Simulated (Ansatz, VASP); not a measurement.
Two plane-wave programs on SrO

```
Sr O
1.0
     0.00000    2.53571    2.53571
     2.53571    0.00000    2.53571
     2.53571    2.53571    0.00000
Sr O
1 1
Direct
  0.00000 0.00000 0.00000
  0.50000 0.50000 0.50000
```

Change from the starting cell: strained cell.

Alike in both runs: task relaxation of the atoms; functional PBEsol; k mesh 6 × 6 × 6; occupations gaussian, width 0.02 eV; no spin polarisation.

|  | VASP | Ansatz |
| --- | --- | --- |
| version | VASP 6.6.1 | Ansatz 0.2.0 |
| potentials or method | VASP PAW PBE potentials, release 64 (Sr_sv, O), cutoff 520 eV | scalar-relativistic, plane waves, PAW |
| valence electrons in the cell | 16 | 16 |

VASP gave:

| Quantity | Value |
| --- | --- |
| gap on the k mesh at the Fermi level, each at its own relaxed structure (eV) | 3.12 |

Problem. What did Ansatz give for the same quantities?

Solution. gap on the k mesh at the Fermi level, each at its own relaxed structure (eV): 3.17.

VASP's potentials were made for PBE, not for PBEsol, and Ansatz warns of the same on its side. Ansatz's warnings: stress scf threshold loose.

Noted on VASP's run: the relaxation stopped at its first step, so nothing moved.
